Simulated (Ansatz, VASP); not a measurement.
**Si2O in VASP and in Ansatz**

```
Si O
1.0
     3.34058    0.00000    0.00000
     0.00000    4.71268    0.00000
    -0.66744    0.00000    6.13177
Si O
4 2
Direct
  0.50000 0.19836 0.50000
  0.50000 0.80164 0.50000
  0.50000 0.31557 0.00000
  0.50000 0.68443 0.00000
  0.00000 0.00000 0.50000
  0.50000 0.00000 0.00000
```

Alike in both runs: task relaxation of cell and atoms; functional PBE; k mesh 6 × 4 × 4; occupations gaussian, width 0.1 eV; no spin polarisation.

```csv
,VASP,Ansatz
version,VASP 6.6.1,Ansatz 0.2.0
potentials or method,"VASP PAW PBE potentials, release 64 (Si, O), cutoff 600 eV","scalar-relativistic, plane waves, PAW"
valence electrons in the cell,28,28
```

```tsv
	VASP	Ansatz	Ansatz less VASP
gap on the k mesh at the Fermi level, each at its own relaxed structure (eV)	none	none	-
relaxed volume (Å³/atom)	13.16	13.19	+0.032
relaxed length of the cell vector where the two differ most in proportion (Å)	2.635	2.640	+0.0051
```

A gap of «none» marks a metal or a gap that the smearing closes.

Noted on VASP's run: the volume moved by over 15 % at a fixed basis, so the end points are rough.
